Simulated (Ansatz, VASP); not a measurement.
# One calculation of C, two programs

POSCAR

```
C
1.0
    0.0000000000      1.7833700000      1.7833700000
    1.7833700000      0.0000000000      1.7833700000
    1.7833700000      1.7833700000      0.0000000000
C
2
Direct
    0.0000000000      0.0000000000      0.0000000000
    0.2500000000      0.2500000000      0.2500000000
```

INCAR.step1

```
SYSTEM = C
PREC = Accurate
ENCUT = 660
ISMEAR = -1
SIGMA = 0.1
LREAL = .FALSE.
LASPH = .TRUE.
NELM = 120
NBANDS = 11
GGA = PE
ALGO = Normal
EDIFF = 1E-5
LWAVE = .TRUE.
LCHARG = .FALSE.
GGA_COMPAT = .FALSE.
```

Contents of INCAR.step2:

```
SYSTEM = C
PREC = Accurate
ENCUT = 660
EDIFF = 1E-6
ISMEAR = -1
SIGMA = 0.1
LREAL = .FALSE.
LASPH = .TRUE.
NELM = 120
ALGO = Normal
ISIF = 2
LWAVE = .FALSE.
LCHARG = .TRUE.
METAGGA = R2SCAN
LMIXTAU = .TRUE.
LELF = .TRUE.
LVHAR = .TRUE.
NBANDS = 11
ISTART = 1
GGA_COMPAT = .FALSE.
```

Contents of KPOINTS:

```
Automatic mesh
0
G
  8 8 8
  0 0 0
```

Input for Ansatz:

```yaml
crystal:
  lattice:
    - [0.0, 1.78337, 1.78337]
    - [1.78337, 0.0, 1.78337]
    - [1.78337, 1.78337, 0.0]
  atoms:
    - { symbol: C, position: [0.0, 0.0, 0.0] }
    - { symbol: C, position: [0.25, 0.25, 0.25] }
kpoints:
  mp_grid:
    grid: [8, 8, 8]
  band_path:
    path:
      - [0.375, 0.375, 0.75]
      - [0.0, 0.0, 0.0]
      - [0.5, 0.5, 0.5]
      - [0.5, 0.25, 0.75]
      - [0.5, 0.0, 0.5]
    npoints: 10
hamiltonian:
  xc: r2scan
  pseudopotentials:
    kind: nc
scf:
  n_extra_bands: 8
  convergence:
    dr2_threshold: 1.0e-08
  occupations:
    method: fermi_dirac
  eigensolver:
    kind: davidson
    full_accuracy: true
```

Alike in both runs: task single point; functional r2SCAN; k mesh 8 × 8 × 8; no spin polarisation.

```csv
,VASP,Ansatz
version,VASP 6.6.1,Ansatz 0.2.0
potentials or method,"VASP PAW PBE potentials, release 64 (C)","plane waves, norm-conserving potentials"
plane-wave cutoff (eV),660,1200
occupations,"fermi-dirac, width 0.1 eV",fermi-dirac
valence electrons in the cell,8,8
```

Ansatz gave:

| Property | Result |
| --- | --- |
| gap on the k mesh at the Fermi level (eV) | 4.36 |

**Question.** What did VASP give for the same quantities?

**Answer.** gap on the k mesh at the Fermi level (eV): 4.33.

VASP's potentials were made for PBE, not for r2SCAN.
